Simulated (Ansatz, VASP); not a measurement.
# SrCl2 in VASP and in Ansatz

File INCAR:

```
SYSTEM = SrCl2
  PREC = Accurate
  ENCUT = 520
  EDIFF = 1E-6
  ISMEAR = 0
  SIGMA = 0.05
  LREAL = .False.
  LASPH = .True.
  NELM = 100
  ALGO = Normal
  ISIF = 2
  LWAVE = .False.
  LCHARG = .True.
  GGA = PE
  LELF = .True.
  LVHAR = .True.
  NBANDS = 19
```

File KPOINTS:

```
Automatic mesh
0
Gamma
  6 6 6
  0 0 0
```

POSCAR

```
SrCl2
1.0
    0.0000000000      3.4080212406      3.6925910142
    3.4080212406      0.0000000000      3.6925910142
    3.4080212406      3.4080212406      0.0000000000
Sr Cl
1 2
Direct
    0.0000000000      0.0000000000      0.0000000000
    0.2500000000      0.2500000000      0.2500000000
    0.7500000000      0.7500000000      0.7500000000
```

Input for Ansatz:

```yaml
crystal:
  lattice:
    - [0.0, 3.4080212406, 3.6925910142]
    - [3.4080212406, 0.0, 3.6925910142]
    - [3.4080212406, 3.4080212406, 0.0]
  atoms:
    - { symbol: Sr, position: [0.0, 0.0, 0.0] }
    - { symbol: Cl, position: [0.25, 0.25, 0.25] }
    - { symbol: Cl, position: [0.75, 0.75, 0.75] }
basis:
  ecutwfc: 420
kpoints:
  mp_grid: { grid: [6, 6, 6] }
hamiltonian:
  xc: pbe
scf:
  occupations: { method: gaussian, width: 0.05 }
output:
  forces: true
  stress: true
  eigenvalues: true
```

Alike in both runs: task single point; functional PBE; k mesh 6 × 6 × 6; occupations gaussian, width 0.05 eV; no spin polarisation.

```csv
,VASP,Ansatz
version,VASP 6.6.1,Ansatz 0.2.0
potentials or method,"VASP PAW PBE potentials, release 64 (Sr_sv, Cl), cutoff 520 eV","scalar-relativistic, plane waves, PAW"
valence electrons in the cell,24,24
```

|  | VASP | Ansatz | Ansatz less VASP |
| --- | --- | --- | --- |
| gap on the k mesh at the Fermi level (eV) | 4.89 | 4.90 | +0.004 |
| least direct gap on the mesh (eV) | 5.20 | 5.20 | +0.002 |
| pressure (GPa) | 0.7 | 0.6 | -0.08 |
| traceless stress, the component that is largest in VASP (GPa) | -2.69 | -2.71 | -0.016 |

The functional is the same, so the differences come from potentials, cutoffs and numerics.
